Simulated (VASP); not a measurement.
# MgI2 (P-3m1) in VASP: notebook

The runs below take MgI2 through single point, with PBE.

All numbers are computed with VASP 6.6.1; they aren't measurements. Logs are shortened: lines on timing, memory, paths and dates and some standing lists are left out, and cuts for length are marked.

### 1 The cell of the first run

Symmetry: P-3m1, No. 164, trigonal system. Conventional cell: a = 4.140 Å, b = 4.140 Å, c = 6.880 Å, α = 90.00°, β = 90.00°, γ = 120.00°. Mg (site symmetry -3m) has 6 I at 2.94 Å within 3.9 Å. I (site symmetry 3m) has 3 Mg at 2.94 Å within 3.9 Å.

### 2 Single point, PBE

File INCAR:

```
SYSTEM = MgI2
PREC = Accurate ; ENCUT = 520
EDIFF = 1E-6 ; ISMEAR = 0
SIGMA = 0.01 ; LREAL = .FALSE.
LASPH = .TRUE. ; NELM = 100
ALGO = Normal ; ISIF = 2
LWAVE = .FALSE. ; LCHARG = .FALSE.
GGA = PE ; NBANDS = 15
```

File KPOINTS:

```
Automatic mesh
0
G
  5 5 3
  0 0 0
```

File POSCAR:

```
MgI2
1.0
    4.1400000000      0.0000000000      0.0000000000
   -2.0700000000      3.5853500000      0.0000000000
    0.0000000000      0.0000000000      6.8800000000
Mg I
1 2
Direct
    0.0000000000      0.0000000000      0.0000000000
    0.3333333333      0.6666666667      0.2500000000
    0.6666666667      0.3333333333      0.7500000000
```

Potentials or basis: VASP PAW PBE potentials, release 64 (Mg, I).

On the command line:

```sh
> cat potpaw_PBE.64/Mg/POTCAR potpaw_PBE.64/I/POTCAR > POTCAR
> mpirun -np 1 vasp_std > vasp.out
```

OUTCAR:

```text
SYSTEM = MgI2
   PREC = Accurate
   ENCUT = 520
   EDIFF = 1E-6
   ISMEAR = 0
   LREAL = .FALSE.
   LASPH = .TRUE.
   NELM = 100
   ISIF = 2
   GGA = PE

 ion  position               nearest neighbor table
   1  0.000  0.000  0.000-   2 2.94   3 2.94   3 2.94   2 2.94   3 2.94   2 2.94
   2  0.333  0.667  0.250-   1 2.94   1 2.94   1 2.94
   3  0.667  0.333  0.750-   1 2.94   1 2.94   1 2.94

  LATTYP: Found a hexagonal cell.
 ALAT       =     4.1400000000
 C/A-ratio  =     1.6618357488

  Lattice vectors:

 A1 = (   4.1400000000,   0.0000000000,   0.0000000000)
 A2 = (  -2.0700000000,   3.5853500000,   0.0000000000)
 A3 = (   0.0000000000,   0.0000000000,   6.8800000000)

Analysis of symmetry for initial positions (statically):
=====================================================================
 Subroutine PRICEL returns:
 Original cell was already a primitive cell.

 Routine SETGRP: Setting up the symmetry group for a
 hexagonal supercell.

 Subroutine GETGRP returns: Found 12 space group operations
 (whereof 12 operations were pure point group operations)
 out of a pool of 24 trial point group operations.

The static configuration has the point symmetry D_3d.

Analysis of symmetry for dynamics (positions and initial velocities):
=====================================================================
 Subroutine PRICEL returns:
 Original cell was already a primitive cell.

 Routine SETGRP: Setting up the symmetry group for a
 hexagonal supercell.

 Subroutine GETGRP returns: Found 12 space group operations
 (whereof 12 operations were pure point group operations)
 out of a pool of 24 trial point group operations.

The dynamic configuration has the point symmetry D_3d.

 Subroutine INISYM returns: Found 12 space group operations
 (whereof 12 operations are pure point group operations),
 and found     1 'primitive' translations

----------------------------------------------------------------------------------------

                                     Primitive cell

  volume of cell :     102.1222

  direct lattice vectors                    reciprocal lattice vectors
     4.140000000  0.000000000  0.000000000     0.241545894  0.139456399  0.000000000
    -2.070000000  3.585350000  0.000000000     0.000000000  0.278912798  0.000000000
     0.000000000  0.000000000  6.880000000     0.000000000  0.000000000  0.145348837

  length of vectors
     4.140000000  4.140004181  6.880000000     0.278913080  0.278912798  0.145348837

  position of ions in fractional coordinates (direct lattice)
[... 81 lines left out ...]
   EMIN   =  10.00;   EMAX   =-10.00  energy-range for DOS
   EFERMI =   0.00;   METHOD = LEGACY
   ISMEAR =     0;   SIGMA  =   0.01  broadening in eV -4-tet -1-fermi 0-gaus
   EFERMI_NEDOS =   21; number of points for ismear=-14 and -15
   IALGO  =     38    algorithm
   IMIX   =      4    mixing-type and parameters
     AMIX     =   0.40;   BMIX     =  1.00
     AMIX_MAG =   1.60;   BMIX_MAG =  1.00
  volume/ion in A,a.u.               =      34.04       229.72
  Fermi-wavevector in a.u.,A,eV,Ry     =   0.882554  1.667786 10.597604  0.778902
  Thomas-Fermi vector in A             =   2.003201
   LORBIT       =      0    0 simple, 1 ext, 2 COOP (PROOUT), +10 PAW based schemes
   GGA     = PE    functional components
   LHFCALC =     F    Hartree Fock is set to
   AEXX    =    0.0000 exact exchange contribution
   IVDW    =     0    specifies the selected vdW correction
   LEPSILON=     F    determine dielectric tensor
   LRPA    =     F    only Hartree local field effects (RPA)
 non-spin polarized calculation
 Gauss-broadening in eV      SIGMA  =   0.01
  energy-cutoff  :      520.00
  volume of cell :      102.12
 maximum number of plane-waves:      2779
 NGX is ok and might be reduce to    32
   NGX = 15   NGY = 15   NGZ = 25

 number of electron      16.0000002 magnetization

 Free energy of the ion-electron system (eV)
  ---------------------------------------------------
  ext. energy  EPLUGINS =         0.00000000
  ---------------------------------------------------
  free energy    TOTEN  =        -7.67623715 eV

  energy without entropy =       -7.67623715  energy(sigma->0) =       -7.67623715

 E-fermi :   2.4051     XC(G=0):  -8.2599

 val. band max:        2.3538710808   @ k =   0.0000   0.0000   0.0000
 cond. band min:       5.8478553173   @ k =   0.0000   0.4000   0.3333
 fundamental gap:      3.4939842364
 Fermi energy:         2.4050945797

 k-point     1 :       0.0000    0.0000    0.0000
  band No.  band energies     occupation
      1      -9.6773      2.00000
      2      -8.9993      2.00000
      3      -1.2357      2.00000
      4       1.9890      2.00000
      5       1.9890      2.00000
      6       2.3332      2.00000
      7       2.3539      2.00000
      8       2.3539      2.00000
      9       5.9793      0.00000
     10       7.2059      0.00000
     11       9.1454      0.00000
     12       9.1454      0.00000
     13       9.7699      0.00000
     14      10.5952      0.00000
[... 185 lines left out ...]
      2      -8.7875      2.00000
      3      -1.0142      2.00000
      4      -0.5063      2.00000
      5       0.1927      2.00000
      6       0.6691      2.00000
      7       1.4604      2.00000
      8       1.7653      2.00000
      9       6.5134      0.00000
     10       8.1453      0.00000
     11       8.4704      0.00000
     12       9.1425      0.00000
     13       9.5977      0.00000
     14      10.9308      0.00000
     15      12.1069      0.00000

------------------------ aborting loop because EDIFF is reached ----------------------------------------

  FORCE on cell =-STRESS in cart. coord.  units (eV):
  Direction    XX          YY          ZZ          XY          YZ          ZX
  --------------------------------------------------------------------------------------
  -------------------------------------------------------------------------------------
  Total        0.5277157      0.5277172      0.1359437      0.0000000      0.0000000     -0.0000000
  in kB        8.2792365      8.2792588      2.1327961      0.0000000      0.0000000     -0.0000000
  external PRESSURE =       6.2304305 kB  Pullay stress =       0.0000000 kB

 VOLUME and BASIS-vectors are now :
 -----------------------------------------------------------------------------
  energy-cutoff  :      520.00
  volume of cell :      102.12
      direct lattice vectors                 reciprocal lattice vectors
     4.140000000  0.000000000  0.000000000     0.241545894  0.139456399  0.000000000
    -2.070000000  3.585350000  0.000000000     0.000000000  0.278912798  0.000000000
     0.000000000  0.000000000  6.880000000     0.000000000  0.000000000  0.145348837

 POSITION                                       TOTAL-FORCE (eV/Angst)
 -----------------------------------------------------------------------------------
      0.00000      0.00000      0.00000         0.000000     -0.000000      0.000000
     -0.00000      2.39023      1.72000         0.000000      0.000000     -0.257648
      2.07000      1.19512      5.16000        -0.000000     -0.000000      0.257648
 -----------------------------------------------------------------------------------
    total drift:                                0.000000     -0.000000      0.000000

  FREE ENERGIE OF THE ION-ELECTRON SYSTEM (eV)
  ---------------------------------------------------
  free  energy   TOTEN  =        -7.6762371550 eV

  energy  without entropy=       -7.6762371550  energy(sigma->0) =       -7.67623715
```

OSZICAR:

```text
N       E                     dE             d eps       ncg     rms          rms(c)
DAV:   1     0.763892273557E+02    0.76389E+02   -0.57855E+03   360   0.842E+02
DAV:   2    -0.183129867115E+01   -0.78221E+02   -0.70349E+02   475   0.133E+02
DAV:   3    -0.772356727474E+01   -0.58923E+01   -0.58692E+01   493   0.416E+01
DAV:   4    -0.783723032152E+01   -0.11366E+00   -0.11366E+00   516   0.681E+00
DAV:   5    -0.783812950848E+01   -0.89919E-03   -0.89918E-03   514   0.558E-01    0.399E+00
DAV:   6    -0.770337939385E+01    0.13475E+00   -0.11468E-01   409   0.176E+00    0.273E+00
DAV:   7    -0.767782095535E+01    0.25558E-01   -0.11804E-01   430   0.172E+00    0.775E-01
DAV:   8    -0.767610019910E+01    0.17208E-02   -0.72906E-03   409   0.502E-01    0.279E-01
DAV:   9    -0.767624639769E+01   -0.14620E-03   -0.11548E-03   479   0.201E-01    0.964E-02
DAV:  10    -0.767623199969E+01    0.14398E-04   -0.36486E-05   458   0.413E-02    0.403E-02
DAV:  11    -0.767623655319E+01   -0.45535E-05   -0.12102E-05   451   0.220E-02    0.203E-02
DAV:  12    -0.767623715498E+01   -0.60179E-06   -0.61613E-07   376   0.528E-03
   1 F= -.76762372E+01 E0= -.76762372E+01  d E =-.604512E-15
```

Run time: 20 s. Hardware: 1 thread of Intel Xeon 6975P-C, shared host; peak memory 0.23 GiB.

Results:

```
Free energy            : -7.6762 eV
Pressure               : 0.6 GPa
Largest force          : 0.258 eV/Å
Band gap on the k mesh : 3.49 eV, indirect (least direct gap 3.63 eV)
```

Forces on the atoms (eV/Å):
```
Mg   0.000  0.000  0.000
I    0.000  0.000 -0.258
I    0.000  0.000  0.258
```

Caveat: spin-orbit coupling is left out, which moves the levels of the heavy elements; this functional lacks dispersion, which binds the layers, so the pressure and a relaxed spacing across them are unreliable. A k mesh can miss the band edges.

### 3 Single point, PBE

This run uses another cell than the first one, of 37.53 Å³/atom, 1.103 times its volume.

File INCAR:

```
SYSTEM = MgI2
PREC = Accurate
ENCUT = 520
EDIFF = 1E-7
ISMEAR = 0
SIGMA = 0.01
LREAL = .False.
LASPH = .True.
NELM = 60
ALGO = Normal
ISIF = 2
LWAVE = .False.
LCHARG = .False.
GGA = PE
NBANDS = 15
```

File KPOINTS:

```
Automatic mesh
0
Gamma
  5 5 3
  0 0 0
```

File POSCAR:

```
MgI2
1.0
    4.3470000000      0.0000000000      0.0000000000
   -2.1735000000      3.7646175000      0.0000000000
    0.0000000000      0.0000000000      6.8800000000
Mg I
1 2
Direct
    0.0000000000      0.0000000000      0.0000000000
    0.3333333333      0.6666666667      0.2500000000
    0.6666666667      0.3333333333      0.7500000000
```

Potentials or basis: VASP PAW PBE potentials, release 64 (Mg, I).

On the command line:

```sh
> cat potpaw_PBE.64/Mg/POTCAR potpaw_PBE.64/I/POTCAR > POTCAR
> mpirun -np 1 vasp_std > vasp.out
```

Wall time 23 s (1 thread of Intel Xeon 6975P-C, shared host); peak memory 0.23 GiB.

Results (log left out):

```yaml
Free_energy: -7.6244 eV
Pressure: -1.9 GPa
Largest_force: 0.502 eV/Å
Band_gap_on_the_k_mesh: 3.00 eV, direct
```

Forces in eV/Å, atoms in the order of the input:
```
Mg   0.000  0.000  0.000
I    0.000  0.000 -0.502
I    0.000  0.000  0.502
```

Stress tensor (GPa, compression positive):
```
-2.15  0.00  0.00
 0.00 -2.15  0.00
 0.00  0.00 -1.30
```

Levels at points of the mesh, in eV from the valence-band top:
```csv
k point,band 4,band 5,band 6,band 7,band 8,band 9,band 10,band 11,band 12,band 13
"(0.00, 0.00, 0.00)",-0.61,-0.61,-0.27,-0.27,0.00,3.00,4.50,6.33,6.33,7.60
```

Caveat: spin-orbit coupling is left out, which moves the levels of the heavy elements; this functional lacks dispersion, which binds the layers, so the pressure and a relaxed spacing across them are unreliable. A k mesh can miss the band edges.
